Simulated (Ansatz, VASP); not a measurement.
**GdO4: VASP beside Ansatz**

```xyz
5
Lattice="3.4607 0.0000 0.0000 -1.7304 2.9971 0.0000 0.0000 0.0000 4.1467" Properties=species:S:1:pos:R:3 pbc="T T T"
Gd    0.0000    0.0000    2.0734
O     1.7304    0.0000    2.0734
O    -0.8652    1.4985    2.0734
O     0.8652    1.4985    2.0734
O     0.0000    0.0000    0.0000
```

Alike in both runs: task single point; functional PBE; k mesh 6 × 6 × 4; occupations gaussian, width 0.1 eV; collinear spin.

|  | VASP | Ansatz |
| --- | --- | --- |
| version | VASP 6.6.1 | Ansatz 0.2.0 |
| potentials or method | VASP PAW PBE potentials, release 64 (Gd, O), cutoff 520 eV | scalar-relativistic, plane waves, PAW |
| valence electrons in the cell | 42 | 42 |

VASP gave:

* gap on the k mesh at the Fermi level (eV): none
* net moment per atom (μB): 0.97
* size of the moment on the site where the two differ most (μB): 5.32

**Question.** Which values does Ansatz return?

**Answer.** gap on the k mesh at the Fermi level (eV): none; net moment per atom (μB): 0.95; size of the moment on the site where the two differ most (μB): 4.97.

Site moments also hang on the region over which each program counts them. A gap of «none» marks a metal or a gap that the smearing closes.

The k mesh is coarse, so the values compare programs but aren't converged. Spin-orbit coupling is off throughout.
